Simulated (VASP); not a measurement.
Set up this calculation in VASP 6.6.1, as the native input.

- Task: single point
- Functional: LDA
- Potentials or basis: VASP PAW LDA potentials, release 64 (Ir)
- Cutoff: 520 eV
- k mesh: 20 × 20 × 20
- Occupations: gaussian, width 0.15 eV
- Spin: no spin polarisation
- Dipole correction: no
- Further INCAR settings: ALGO = Fast; EDIFF = 1e-06; NBANDS = 10

The structure of Ir lies in POSCAR:

```
Ir
1.0
   -0.1047973331      1.8530073892      1.8530073892
    1.8006087226     -0.0523986665      1.8006087226
    1.9054060557      1.9054060557     -0.1571959996
Ir
1
Direct
    0.0000000000      0.0000000000      0.0000000000
```

This cell differs from its parent crystal: engineering shear strain xz -0.1100, engineering shear strain yz -0.0550.

One way to write it, as run:

INCAR

```
PREC = Accurate
ENCUT = 520
EDIFF = 1E-6
ISMEAR = 0
SIGMA = 0.15
LREAL = F
LASPH = T
NELM = 100
ALGO = Fast
ISIF = 2
LWAVE = F
LCHARG = F
GGA = CA
NBANDS = 10
```

KPOINTS

```
Automatic mesh
0
Gamma
  20 20 20
```

Potentials or basis: VASP PAW LDA potentials, release 64 (Ir).

Launch:

```console
$ cat potpaw_LDA.64/Ir/POTCAR > POTCAR
$ mpirun -np 1 vasp_std > vasp.out
```

It gave:

```yaml
Pressure: 10.8 GPa
Band_gap_on_the_k_mesh: zero (an odd number of electrons rules out a gap without spin polarisation)
```

Caveat: the cell differs from its parent crystal (engineering shear strain xz -0.1100, engineering shear strain yz -0.0550); the stress differs along the axes, from 5 to 15 GPa; spin-orbit coupling is left out, which moves the levels of the heavy elements.

Run time: 6.2 min on 1 thread of Intel(R) Xeon(R) Platinum 8488C (Sapphire Rapids), on a shared host, peak memory 0.65 GiB.
